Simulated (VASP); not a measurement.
Runs of VASP 6.6.1 on HfZrSe4. The structure is that of space group P-6m2 (No. 187), or close to it. The cells are those of the table. 

```csv
task,cell,k mesh,cutoff (eV),gap on the mesh (eV),pressure (GPa),largest force (eV/Å)
single point,"a = 5.520, b = 5.520, c = 5.083 Å, angles 90.0, 90.0, 120.0°, 6 atoms",6 × 6 × 4,520,none,(a),(b)
single point,"a = 6.063, b = 6.063, c = 4.913 Å, angles 90.0, 90.0, 120.0°, 6 atoms",3 × 3 × 4,520,none,-8.4,0.89
relaxation of cell and atoms,"relaxed from a = 6.063, b = 6.063, c = 4.913 Å, angles 90.0, 90.0, 120.0°, 6 atoms",3 × 3 × 4,600,none,0.0,0.01
single point,"a = 5.629, b = 5.629, c = 4.872 Å, angles 90.0, 90.0, 120.0°, 6 atoms",3 × 3 × 4,520,none,-0.1,0.01
```

Alike in all rows: level PBE; potentials or basis VASP PAW PBE potentials, release 64 (Zr_sv, Hf_pv, Se); no spin polarisation; smearing gaussian 0.1 eV.

**Question.** Fill in the values left out.

**Answer.** (a) -0.4; (b) 0.02.

Caveats: some runs use coarse meshes; spin-orbit coupling is left out, which moves the levels of the heavy elements.

A k mesh can miss the band edges, and the runs leave out spin-orbit coupling on Hf, Se, Zr.

A gap of «none» marks levels without a gap at the run's occupations.
